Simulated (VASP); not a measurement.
Here is a VASP 6.6.1 calculation.

INCAR

```
PREC = Accurate ; ENCUT = 500
EDIFF = 1E-6 ; ISMEAR = 0
SIGMA = 0.15 ; LREAL = False
LASPH = True ; NELM = 120
ALGO = Normal ; ISIF = 2
LWAVE = False ; LCHARG = True
GGA = PE ; LELF = True
LVHAR = True ; NBANDS = 41
GGA_COMPAT = False
```

File KPOINTS:

```
regular mesh
0
Gamma
  2 2 2
```

POSCAR

```
Ga2SnSe4
1.0
    8.1521677128      0.0000000000      0.0000000000
   -4.0760838564      7.0599843352      0.0000000000
    0.0000000000      0.0000000000      4.9988360590
Ga Sn Se
2 1 4
Direct
    0.3333333333      0.6666666667      0.0000000000
    0.6666666667      0.3333333333      0.0000000000
    0.0000000000      0.0000000000      0.0000000000
    0.5000000000      0.0000000000      0.0000000000
    0.0000000000      0.5000000000      0.0000000000
    0.5000000000      0.5000000000      0.0000000000
    0.0000000000      0.0000000000      0.5000000000
```

Potentials or basis: VASP PAW PBE potentials, release 64 (Ga_d, Sn_d, Se).

Command:

```console
$ cat potpaw_PBE.64/Ga_d/POTCAR potpaw_PBE.64/Sn_d/POTCAR potpaw_PBE.64/Se/POTCAR > POTCAR
$ mpirun -np 1 vasp_std > vasp.out
```

Q: Predict the pressure.

A: -0.4 GPa.

Q: Predict the band gap on the k mesh.

A: Zero (bands 32 and 33 overlap by 0.58 eV).

Stress tensor (GPa, compression positive):
```
-0.65  0.00  0.00
 0.00 -0.65  0.00
 0.00  0.00  0.21
```

Caveat: the k points lie up to 0.63 Å⁻¹ apart, too coarse for converged energies and pressures of a metal; spin-orbit coupling is left out, which moves the levels of the heavy elements.
